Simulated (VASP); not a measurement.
**LiMg12 (a cell with a defect): single point with PBE**

The system is LiMg12 (a cell with a defect).

```xyz
13
Lattice="6.4200 0.0000 0.0000 -4.8150 8.3398 0.0000 0.0000 0.0000 5.2130" Properties=species:S:1:pos:R:3 pbc="T T T"
Mg    0.4218    0.3365   -0.0682
Mg    0.0096    2.0418    2.5360
Mg   -1.6641    2.5206   -0.0435
Mg   -1.5493    4.7855    3.0567
Mg   -3.1990    5.5771    0.1670
Mg   -3.2110    7.4534    2.5133
Mg    3.3811   -0.2030   -0.3930
Mg    3.1630    1.8368    2.4824
Mg    1.7487    2.8897   -0.0955
Mg    1.7926    4.5843    2.6341
Mg   -0.2479    4.9865    0.5650
Mg    0.0707    7.6612    2.0069
Li    0.8885    6.5551    4.2011
```

```json
{
 "Program": "VASP 6.6.1",
 "Task": "single point",
 "Functional": "PBE",
 "Potentials or basis": "VASP PAW PBE potentials, release 64 (Mg, Li_sv)",
 "Cutoff": "520 eV",
 "k mesh": "4 × 3 × 4",
 "Occupations": "gaussian, width 0.1 eV",
 "Spin": "no spin polarisation"
}
```

```json
{
  "Largest force": "0.012 eV/Å",
  "Band gap on the k mesh": "zero (an odd number of electrons rules out a gap without spin polarisation)"
}
```

Forces in eV/Å, atoms in the order of the input:
```
Mg   0.004  0.007  0.001
Mg   0.000  0.008  0.003
Mg  -0.002  0.003 -0.003
Mg   0.002  0.000 -0.007
Mg   0.006 -0.004  0.002
Mg  -0.001 -0.006  0.001
Mg   0.008  0.006  0.003
Mg  -0.004  0.002 -0.001
Mg  -0.002 -0.004  0.000
Mg   0.004 -0.003 -0.001
Mg  -0.006 -0.009  0.004
Mg  -0.008  0.000 -0.006
Li  -0.001  0.001  0.002
```

Levels at points of the mesh, in eV from the Fermi level:
```tsv
k point	band 9	band 10	band 11	band 12	band 13	band 14	band 15	band 16	band 17	band 18
(0.00, 0.00, 0.00)	-1.72	-1.53	-0.44	-0.23	0.09	0.16	0.37	0.55	1.24	1.46
(0.50, 0.00, 0.00)	-0.76	-0.70	-0.57	-0.48	-0.37	-0.23	0.06	0.14	0.25	0.73
(0.00, 0.00, 0.50)	-2.03	-2.01	-1.82	-1.19	-1.17	-0.82	-0.57	0.86	0.98	1.19
(0.50, 0.00, 0.50)	-3.58	-1.15	-1.01	-0.75	-0.60	0.44	0.52	0.78	0.90	2.03
```

It took 110 s on 1 thread of Intel(R) Xeon(R) 6975P-C (Granite Rapids) (shared host), peak memory 0.43 GiB.
